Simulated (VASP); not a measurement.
A run of VASP 6.6.1:

Contents of POSCAR:

```
As
1.0
    4.5664000000      0.0000000000      0.0000000000
   -2.2832000000      3.9546200000      0.0000000000
    0.0000000000      0.0000000000      2.8337400000
As
2
Direct
    0.3333300000      0.6666700000      0.0000000000
    0.6666700000      0.3333300000      0.0000000000
```

File INCAR.step1:

```
SYSTEM = As
PREC = Accurate
ENCUT = 520
EDIFF = 1E-6
ISMEAR = -1
SIGMA = 0.05
LREAL = .FALSE.
LASPH = .TRUE.
NELM = 100
ALGO = Normal
ISIF = 2
LWAVE = .FALSE.
LCHARG = .TRUE.
GGA = PE
NBANDS = 12
```

Contents of KPOINTS.step1:

```
regular mesh
0
G
  4 4 5
  0 0 0
```

File INCAR.step2:

```
SYSTEM = As
PREC = Accurate
ENCUT = 520
EDIFF = 1E-6
ISMEAR = -5
SIGMA = 0.05
LREAL = .FALSE.
LASPH = .TRUE.
NELM = 100
ALGO = Normal
ISIF = 2
LWAVE = .FALSE.
LCHARG = .FALSE.
GGA = PE
LORBIT = 11
NEDOS = 1001
ICHARG = 11
```

Contents of KPOINTS.step2:

```
regular mesh
0
G
  6 6 8
  0 0 0
```

Potentials or basis: VASP PAW PBE potentials, release 64 (As).

Command:

```console
$ cat potpaw_PBE.64/As/POTCAR > POTCAR
$ cp INCAR.step1 INCAR
$ cp KPOINTS.step1 KPOINTS
$ mpirun -np 1 vasp_std > vasp.out
$ cp INCAR.step2 INCAR
$ cp KPOINTS.step2 KPOINTS
$ mpirun -np 1 vasp_std > vasp.out
```

Hardware: 1 thread of AMD EPYC 7R13, on a shared host.

**Question.** How long does it take, and how much memory?

**Answer.** Run time: 69 s on 1 thread of AMD EPYC 7R13, on a shared host, peak memory 0.14 GiB. Counts: k points 65.
